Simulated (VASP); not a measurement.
# Li2O (Fm-3m) in VASP: a series of runs

The runs below take Li2O through single point, with PBEsol.

All numbers are computed with VASP 6.6.1; they aren't measurements. Logs are shortened: lines on timing, memory, paths and dates and some standing lists are left out, and cuts for length are marked.

## Step 1: The cell of the first run

The structure is cubic, space group Fm-3m (No. 225). The conventional cell has a = 4.373 Å, b = 4.373 Å, c = 4.373 Å, α = 90.00°, β = 90.00°, γ = 90.00°. Within 2.5 Å of Li (site symmetry -43m) lie 4 O at 1.89 Å and 6 Li at 2.19 Å. O (site symmetry m-3m) has 8 Li at 1.89 Å within 2.5 Å.

## Step 2: Single point, PBEsol

File INCAR:

```
ALGO     = Normal         # electronic algorithm
EDIFF    = 1E-6           # SCF threshold, eV
ENCUT    = 750            # plane-wave cutoff, eV
GGA      = PS             # functional
GGA_COMPAT= F            
ISIF     = 2              # what is computed and relaxed
ISMEAR   = 0              # smearing method
LASPH    = T              # aspherical terms in the spheres
LCHARG   = F              # write CHGCAR
LREAL    = F              # projectors in reciprocal space
LWAVE    = F              # write WAVECAR
NBANDS   = 13             # bands
NELM     = 120            # most SCF steps
PREC     = Accurate       # precision mode
SIGMA    = 0.01           # smearing width, eV
```

File KPOINTS:

```
k-points
0
Gamma
  8 8 8
```

File POSCAR:

```
Li2O
1.0
    2.1867355596      2.1867355596      0.0000000000
   -2.1867355596      2.1867355596      0.0000000000
    0.0000000000      2.1867355596      2.1867355596
Li O
2 1
Direct
    0.2500000000      0.7500000000      0.5000000000
    0.7500000000      0.2500000000      0.5000000000
    0.0000000000      0.0000000000      0.0000000000
```

Potentials or basis: VASP PAW PBE potentials, release 64 (Li_sv, O).

Command:

```sh
cat potpaw_PBE.64/Li_sv/POTCAR potpaw_PBE.64/O/POTCAR > POTCAR
mpirun -np 1 vasp_std > vasp.out
```

OUTCAR:

```text
EDIFF = 1E-6
   ENCUT = 750
   GGA = PS
   ISIF = 2
   ISMEAR = 0
   LASPH = T
   LREAL = F
   NELM = 120
   PREC = Accurate

 ion  position               nearest neighbor table
   1  0.250  0.750  0.500-   3 1.89   3 1.89   3 1.89   3 1.89   2 2.19   2 2.19   2 2.19   2 2.19
                             2 2.19   2 2.19
   2  0.750  0.250  0.500-   3 1.89   3 1.89   3 1.89   3 1.89   1 2.19   1 2.19   1 2.19   1 2.19
                             1 2.19   1 2.19
   3  0.000  0.000  0.000-   2 1.89   1 1.89   2 1.89   1 1.89   1 1.89   2 1.89   1 1.89   2 1.89

  LATTYP: Found a face centered cubic cell.
 ALAT       =     4.3734711192

  Lattice vectors:

 A1 = (   0.0000000000,   2.1867355596,   2.1867355596)
 A2 = (   2.1867355596,   0.0000000000,   2.1867355596)
 A3 = (   2.1867355596,   2.1867355596,   0.0000000000)

Analysis of symmetry for initial positions (statically):
=====================================================================
 Subroutine PRICEL returns:
 Original cell was already a primitive cell.

 Routine SETGRP: Setting up the symmetry group for a
 face centered cubic supercell.

 Subroutine GETGRP returns: Found 48 space group operations
 (whereof 48 operations were pure point group operations)
 out of a pool of 48 trial point group operations.

The static configuration has the point symmetry O_h .

Analysis of symmetry for dynamics (positions and initial velocities):
=====================================================================
 Subroutine PRICEL returns:
 Original cell was already a primitive cell.

 Routine SETGRP: Setting up the symmetry group for a
 face centered cubic supercell.

 Subroutine GETGRP returns: Found 48 space group operations
 (whereof 48 operations were pure point group operations)
 out of a pool of 48 trial point group operations.

The dynamic configuration has the point symmetry O_h .

 Subroutine INISYM returns: Found 48 space group operations
 (whereof 48 operations are pure point group operations),
 and found     1 'primitive' translations

----------------------------------------------------------------------------------------

                                     Primitive cell

  volume of cell :      20.9131

  direct lattice vectors                    reciprocal lattice vectors
     2.186735560  2.186735560  0.000000000     0.228651333  0.228651333 -0.228651333
    -2.186735560  2.186735560  0.000000000    -0.228651333  0.228651333 -0.228651333
     0.000000000  2.186735560  2.186735560     0.000000000  0.000000000  0.457302665

  length of vectors
     3.092511086  3.092511086  3.092511086     0.396035725  0.396035725  0.457302665

  position of ions in fractional coordinates (direct lattice)
     0.250000000  0.750000000  0.500000000
     0.750000000  0.250000000  0.500000000
     0.000000000  0.000000000  0.000000000

  ion indices of the primitive-cell ions
   primitive index   ion index
                 1           1
                 2           2
                 3           3

----------------------------------------------------------------------------------------

 KPOINTS: k-points

Automatic generation of k-mesh.
 Grid dimensions read from file:
 generate k-points for:    8    8    8

 Generating k-lattice:

  Cartesian coordinates                     Fractional coordinates (reciprocal lattice)
     0.028581417  0.028581417 -0.028581417     0.125000000  0.000000000  0.000000000
    -0.028581417  0.028581417 -0.028581417     0.000000000  0.125000000  0.000000000
     0.000000000  0.000000000  0.057162833     0.000000000  0.000000000  0.125000000

  Length of vectors
     0.049504466  0.049504466  0.057162833

  Shift w.r.t. Gamma in fractional coordinates (k-lattice)
     0.000000000  0.000000000  0.000000000

 Subroutine IBZKPT returns following result:
 ===========================================

 Found     29 irreducible k-points:

 Following reciprocal coordinates:
            Coordinates               Weight
  0.000000  0.000000  0.000000      1.000000
  0.125000  0.000000  0.000000      8.000000
  0.250000  0.000000  0.000000      8.000000
  0.375000  0.000000  0.000000      8.000000
  0.500000  0.000000  0.000000      4.000000
  0.125000  0.125000  0.000000     12.000000
[... 16 lines left out ...]
  0.375000  0.250000  0.125000     48.000000
  0.500000  0.250000  0.125000     24.000000
 [... further k-points ...]
   k-points           NKPTS =     29   k-points in BZ     NKDIM =     29   number of bands    NBANDS=     13
   number of dos      NEDOS =    301   number of ions     NIONS =      3
   total plane-waves  NPLWV =  21952
   dimension x,y,z NGX =    28 NGY =   28 NGZ =   28
   dimension x,y,z NGXF=    56 NGYF=   56 NGZF=   56
   ions per type =               2   1
   NGX,Y,Z   is equivalent  to a cutoff of  15.05, 15.05, 15.05 a.u.
   NGXF,Y,Z  is equivalent  to a cutoff of  30.10, 30.10, 30.10 a.u.
 SYSTEM =  unknown system
   PREC   = accura    normal or accurate (medium, high low for compatibility)
   ISTART =      0    job   : 0-new  1-cont  2-samecut
   ICHARG =      2    charge: 1-file 2-atom 10-const
   ISPIN  =      1    spin polarized calculation?
   LNONCOLLINEAR =      F non collinear calculations
   LSORBIT =      F    spin-orbit coupling
   LASPH  =      T    aspherical Exc in radial PAW
   ENCUT  =  750.0 eV  55.12 Ry    7.42 a.u.   6.91  6.91  6.91*2*pi/ulx,y,z
   NELM   =    120;   NELMIN=  2; NELMDL= -5     # of ELM steps
   EDIFF  = 0.1E-05   stopping-criterion for ELM
   LREAL  =      F    real-space projection
   EDIFFG = 0.1E-04   stopping-criterion for IOM
   NSW    =      0    number of steps for IOM
   IBRION =     -1    ionic relax: 0-MD 1-quasi-New 2-CG
   NFREE  =      0    steps in history (QN), initial steepest desc. (CG)
   ISIF   =      2    stress and relaxation
   ISYM   =      2    0-nonsym 1-usesym 2-fastsym
   POTIM  = 0.5000    time-step for ionic-motion
   TEBEG  =    0.0;   TEEND  =   0.0 temperature during run
   PSTRESS=    0.0 pullay stress
   NELECT =      12.0000    total number of electrons
   NUPDOWN=      -1.0000    fix difference up-down
   EMIN   =  10.00;   EMAX   =-10.00  energy-range for DOS
   EFERMI =   0.00;   METHOD = LEGACY
   ISMEAR =     0;   SIGMA  =   0.01  broadening in eV -4-tet -1-fermi 0-gaus
   EFERMI_NEDOS =   21; number of points for ismear=-14 and -15
   IALGO  =     38    algorithm
   IMIX   =      4    mixing-type and parameters
     AMIX     =   0.40;   BMIX     =  1.00
     AMIX_MAG =   1.60;   BMIX_MAG =  1.00
  volume/ion in A,a.u.               =       6.97        47.04
  Fermi-wavevector in a.u.,A,eV,Ry     =   1.360387  2.570758 25.179641  1.850651
  Thomas-Fermi vector in A             =   2.487053
   LORBIT       =      0    0 simple, 1 ext, 2 COOP (PROOUT), +10 PAW based schemes
   GGA     = PS    functional components
   LHFCALC =     F    Hartree Fock is set to
   AEXX    =    0.0000 exact exchange contribution
   IVDW    =     0    specifies the selected vdW correction
   LEPSILON=     F    determine dielectric tensor
   LRPA    =     F    only Hartree local field effects (RPA)
 non-spin polarized calculation
 Gauss-broadening in eV      SIGMA  =   0.01
  energy-cutoff  :      750.00
  volume of cell :       20.91
 maximum number of plane-waves:       992
   NGX = 13   NGY = 13   NGZ = 13

 number of electron      11.9999996 magnetization

 Free energy of the ion-electron system (eV)
  ---------------------------------------------------
  ext. energy  EPLUGINS =         0.00000000
  ---------------------------------------------------
  free energy    TOTEN  =       -14.61329783 eV

  energy without entropy =      -14.61329783  energy(sigma->0) =      -14.61329783

 E-fermi :   2.3651     XC(G=0): -10.6475

 val. band max:        2.1685119492   @ k =   0.0000   0.0000   0.0000
 cond. band min:       7.2790850329   @ k =   0.5000   0.5000   0.0000
 fundamental gap:      5.1105730837
 Fermi energy:         2.3650961910

 k-point     1 :       0.0000    0.0000    0.0000
  band No.  band energies     occupation
      1     -39.8685      2.00000
      2     -39.2842      2.00000
      3     -13.4497      2.00000
      4       2.1685      2.00000
      5       2.1685      2.00000
      6       2.1685      2.00000
      7       8.6204      0.00000
      8      14.8770      0.00000
      9      14.8770      0.00000
     10      14.8770      0.00000
     11      22.7404      0.00000
     12      22.7404      0.00000
     13      22.7404      0.00000

 k-point     2 :       0.1250    0.0000    0.0000
  band No.  band energies     occupation
      1     -39.8419      2.00000
      2     -39.3025      2.00000
      3     -13.4209      2.00000
      4       1.5840      2.00000
      5       2.0784      2.00000
      6       2.0784      2.00000
      7       9.0135      0.00000
      8      15.0232      0.00000
      9      15.1350      0.00000
     10      15.1350      0.00000
     11      21.1877      0.00000
     12      21.1877      0.00000
     13      23.4481      0.00000

 k-point     3 :       0.2500    0.0000    0.0000
  band No.  band energies     occupation
      1     -39.7681      2.00000
      2     -39.3561      2.00000
      3     -13.3455      2.00000
      4       0.3724      2.00000
      5       1.8755      2.00000
      6       1.8755      2.00000
      7       9.9923      0.00000
      8      15.0761      0.00000
      9      15.4274      0.00000
     10      15.4274      0.00000
     11      20.3036      0.00000
     12      20.3036      0.00000
     13      25.1592      0.00000
[... 305 lines left out ...]
 k-point    23 :       0.3750    0.2500    0.1250
  band No.  band energies     occupation
      1     -39.6347      2.00000
      2     -39.4565      2.00000
      3     -13.2290      2.00000
      4      -0.4320      2.00000
      5       0.9405      2.00000
      6       1.3930      2.00000
      7      10.3423      0.00000
      8      14.1781      0.00000
      9      16.5587      0.00000
     10      17.0820      0.00000
     11      19.3427      0.00000
     12      23.4138      0.00000
     13      26.9857      0.00000

 k-point    24 :       0.5000    0.2500    0.1250
  band No.  band energies     occupation
      1     -39.5428      2.00000
      2     -39.5413      2.00000
      3     -13.1994      2.00000
      4      -0.7315      2.00000
      5       0.9948      2.00000
      6       1.1763      2.00000
      7      10.7266      0.00000
      8      13.8228      0.00000
      9      16.4663      0.00000
     10      17.0697      0.00000
     11      21.4851      0.00000
     12      21.7218      0.00000
     13      27.5913      0.00000

 [... further k-points ...]

------------------------ aborting loop because EDIFF is reached ----------------------------------------

  FORCE on cell =-STRESS in cart. coord.  units (eV):
  Direction    XX          YY          ZZ          XY          YZ          ZX
  --------------------------------------------------------------------------------------
  -------------------------------------------------------------------------------------
  Total        2.0223005      2.0223005      2.0223005     -0.0000000     -0.0000000      0.0000000
  in kB      154.9306963    154.9306963    154.9306963     -0.0000000     -0.0000000      0.0000000
  external PRESSURE =     154.9306963 kB  Pullay stress =       0.0000000 kB

 VOLUME and BASIS-vectors are now :
 -----------------------------------------------------------------------------
  energy-cutoff  :      750.00
  volume of cell :       20.91
      direct lattice vectors                 reciprocal lattice vectors
     2.186735560  2.186735560  0.000000000     0.228651333  0.228651333 -0.228651333
    -2.186735560  2.186735560  0.000000000    -0.228651333  0.228651333 -0.228651333
     0.000000000  2.186735560  2.186735560     0.000000000  0.000000000  0.457302665

 POSITION                                       TOTAL-FORCE (eV/Angst)
 -----------------------------------------------------------------------------------
     -1.09337      3.28010      1.09337        -0.000000      0.000000      0.000000
      1.09337      3.28010      1.09337         0.000000     -0.000000     -0.000000
      0.00000      0.00000      0.00000         0.000000     -0.000000      0.000000
 -----------------------------------------------------------------------------------
    total drift:                                0.000000      0.000000     -0.000000

  FREE ENERGIE OF THE ION-ELECTRON SYSTEM (eV)
  ---------------------------------------------------
  free  energy   TOTEN  =       -14.6132978346 eV

  energy  without entropy=      -14.6132978346  energy(sigma->0) =      -14.61329783
```

Wall time 11 s (1 thread of AMD EPYC 7R43 (Zen 3), shared host); peak memory 0.11 GiB.

Results:

* Free energy: -14.6133 eV
* Pressure: 15.5 GPa
* Band gap on the k mesh: 5.11 eV (least direct gap 6.45 eV)

Levels at points of the mesh, in eV from the valence-band top:
```csv
k point,band 3,band 4,band 5,band 6,band 7,band 8,band 9,band 10
"(0.00, 0.00, 0.00)",-15.62,0.00,0.00,0.00,6.45,12.71,12.71,12.71
"(0.50, 0.00, 0.00)",-15.39,-3.23,-0.55,-0.55,10.20,11.46,12.81,12.81
"(0.50, 0.50, 0.00)",-15.37,-1.73,-1.71,-1.71,5.11,15.00,15.00,16.90
```

Caveat: the cell stands under pressure; the PAW data sets were made with another functional, which shifts forces and pressure a little.

## Step 3: Single point, PBEsol

File INCAR:

```
SYSTEM = Li2O
  PREC = Accurate
  ENCUT = 750
  EDIFF = 1E-6
  ISMEAR = 0
  SIGMA = 0.01
  LREAL = .FALSE.
  LASPH = .TRUE.
  NELM = 120
  ALGO = Normal
  ISIF = 2
  LWAVE = .FALSE.
  LCHARG = .FALSE.
  GGA = PS
  NBANDS = 13
  GGA_COMPAT = .FALSE.
```

File KPOINTS:

```
regular mesh
0
G
  8 8 8
  0 0 0
```

File POSCAR:

```
Li2O
1.0
    2.1867355597      2.1867355597      0.0000000000
   -2.1867355597      2.1867355597      0.0000000000
    0.0000000000      2.1867355597      2.1867355597
Li O
2 1
Direct
    0.2500000000      0.7500000000      0.5000000000
    0.7500000000      0.2500000000      0.5000000000
    0.0000000000      0.0000000000      0.0000000000
```

Potentials or basis: VASP PAW PBE potentials, release 64 (Li_sv, O).

Command:

```sh
cat potpaw_PBE.64/Li_sv/POTCAR potpaw_PBE.64/O/POTCAR > POTCAR
mpirun -np 1 vasp_std > vasp.out
```

Wall time 10 s (1 thread of AMD EPYC 7R43 (Zen 3), shared host); peak memory 0.12 GiB.

Results (log left out):

* Free energy: -14.6133 eV
* Pressure: 15.5 GPa
* Band gap on the k mesh: 5.11 eV (least direct gap 6.45 eV)

Levels at points of the mesh, in eV from the valence-band top:
| k point | band 4 | band 5 | band 6 | band 7 | band 8 | band 9 |
| --- | --- | --- | --- | --- | --- | --- |
| (0.00, 0.00, 0.00) | 0.00 | 0.00 | 0.00 | 6.45 | 12.71 | 12.71 |
| (0.50, 0.00, 0.00) | -3.23 | -0.55 | -0.55 | 10.20 | 11.46 | 12.81 |
| (0.50, 0.50, 0.00) | -1.73 | -1.71 | -1.71 | 5.11 | 15.00 | 15.00 |

Caveat: the cell stands under pressure; the PAW data sets were made with another functional, which shifts forces and pressure a little. PBEsol gaps usually lie below the measured ones, often by a third to a half.

## Step 4: Single point, PBEsol

This run uses another cell than the first one, of 7.66 Å³/atom.

File INCAR:

```
SYSTEM = Li2O
PREC = Accurate
ENCUT = 750
EDIFF = 1E-6
ISMEAR = 0
SIGMA = 0.01
LREAL = .FALSE.
LASPH = .TRUE.
NELM = 120
ALGO = Normal
ISIF = 2
LWAVE = .FALSE.
LCHARG = .FALSE.
GGA = PS
NBANDS = 13
GGA_COMPAT = .FALSE.
```

KPOINTS is that of step 3.

File POSCAR:

```
Li2O
1.0
    2.2563934249      2.2563934249      0.0000000000
   -2.2563934249      2.2563934249      0.0000000000
    0.0000000000      2.2563934249      2.2563934249
Li O
2 1
Direct
    0.2500000000      0.7500000000      0.5000000000
    0.7500000000      0.2500000000      0.5000000000
    0.0000000000      0.0000000000      0.0000000000
```

Command:

```sh
cat potpaw_PBE.64/Li_sv/POTCAR potpaw_PBE.64/O/POTCAR > POTCAR
mpirun -np 1 vasp_std > vasp.out
```

Run time: 12 s. Hardware: 1 thread of AMD EPYC 7R43 (Zen 3), shared host; peak memory 0.13 GiB.

It converged, with:

| Quantity | Value |
| --- | --- |
| Free energy | -14.7408 eV |
| Pressure | 4.2 GPa |
| Band gap on the k mesh | 4.95 eV (least direct gap 5.69 eV) |

Levels at points of the mesh, in eV from the valence-band top:
| k point | band 2 | band 3 | band 4 | band 5 | band 6 | band 7 | band 8 | band 9 | band 10 | band 11 |
| --- | --- | --- | --- | --- | --- | --- | --- | --- | --- | --- |
| (0.00, 0.00, 0.00) | -41.71 | -15.47 | 0.00 | 0.00 | 0.00 | 5.69 | 12.19 | 12.19 | 12.19 | 19.56 |
| (0.50, 0.00, 0.00) | -41.91 | -15.23 | -2.99 | -0.49 | -0.49 | 9.55 | 10.43 | 12.30 | 12.30 | 18.51 |
| (0.50, 0.50, 0.00) | -41.83 | -15.20 | -1.67 | -1.53 | -1.53 | 4.95 | 14.07 | 14.07 | 15.56 | 16.48 |

Caveat: the cell stands under pressure; the PAW data sets were made with another functional, which shifts forces and pressure a little.

## Step 5: Single point, PBEsol

This run uses another cell than the first one, of 7.66 Å³/atom.

File INCAR:

```
ALGO = Normal
EDIFF = 1E-6
ENCUT = 750
GGA = PS
GGA_COMPAT = False
ISIF = 2
ISMEAR = 0
LASPH = True
LCHARG = False
LREAL = False
LWAVE = False
NBANDS = 13
NELM = 120
PREC = Accurate
SIGMA = 0.01
```

File KPOINTS:

```
k-points
0
Gamma
  8 8 8
```

POSCAR is that of step 4.

Command:

```sh
cat potpaw_PBE.64/Li_sv/POTCAR potpaw_PBE.64/O/POTCAR > POTCAR
mpirun -np 1 vasp_std > vasp.out
```

It took 13 s on 1 thread of AMD EPYC 7R43 (Zen 3), shared host; peak memory 0.13 GiB.

The run converged. Its results:

- Free energy: -14.7408 eV
- Pressure: 4.2 GPa
- Band gap on the k mesh: 4.95 eV (least direct gap 5.69 eV)

Levels at points of the mesh, in eV from the valence-band top:
| k point | band 3 | band 4 | band 5 | band 6 | band 7 | band 8 | band 9 | band 10 |
| --- | --- | --- | --- | --- | --- | --- | --- | --- |
| (0.00, 0.00, 0.00) | -15.47 | 0.00 | 0.00 | 0.00 | 5.69 | 12.19 | 12.19 | 12.19 |
| (0.50, 0.00, 0.00) | -15.23 | -2.99 | -0.49 | -0.49 | 9.55 | 10.43 | 12.30 | 12.30 |
| (0.50, 0.50, 0.00) | -15.20 | -1.67 | -1.53 | -1.53 | 4.95 | 14.07 | 14.07 | 15.56 |

Caveat: the cell stands under pressure; the PAW data sets were made with another functional, which shifts forces and pressure a little.
